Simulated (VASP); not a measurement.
Write the native input for VASP 6.6.1 that does the following.

```yaml
Task: single point
Functional: PBE
Potentials_or_basis: VASP PAW PBE potentials, release 64 (Sn_d, Se)
Cutoff: 520 eV
k_mesh: 8 × 8 × 8
Occupations: fermi-dirac, width 0.05 eV
Spin: no spin polarisation
Dipole_correction: no
Further_INCAR_settings: ALGO = Normal; EDIFF = 1e-06; NBANDS = 17
```

The structure of SnSe lies in POSCAR:

```
SnSe
1.0
    0.0000000000      3.0100000000      3.0100000000
    3.0100000000      0.0000000000      3.0100000000
    3.0100000000      3.0100000000      0.0000000000
Sn Se
1 1
Direct
    0.0000000000      0.0000000000      0.0000000000
    0.5000000000      0.5000000000      0.5000000000
```

The input as run:

INCAR

```
ALGO = Normal
EDIFF = 1E-6
ENCUT = 520
GGA = PE
ISIF = 2
ISMEAR = -1
LASPH = True
LCHARG = False
LREAL = False
LWAVE = False
NBANDS = 17
NELM = 100
PREC = Accurate
SIGMA = 0.05
```

KPOINTS

```
k-points
0
Gamma
  8 8 8
```

Potentials or basis: VASP PAW PBE potentials, release 64 (Sn_d, Se).

Launch:

```console
$ cat potpaw_PBE.64/Sn_d/POTCAR potpaw_PBE.64/Se/POTCAR > POTCAR
$ mpirun -np 1 vasp_std > vasp.out
```

It gave:

* Pressure: 0.9 GPa
* Band gap on the k mesh: 0.58 eV, direct

Caveat: spin-orbit coupling is left out, which moves the levels of the heavy elements.

It took 22 s on 1 thread of AMD EPYC 7R43 64-Core Processor (Zen 3), with other jobs on the host, peak memory 0.15 GiB.
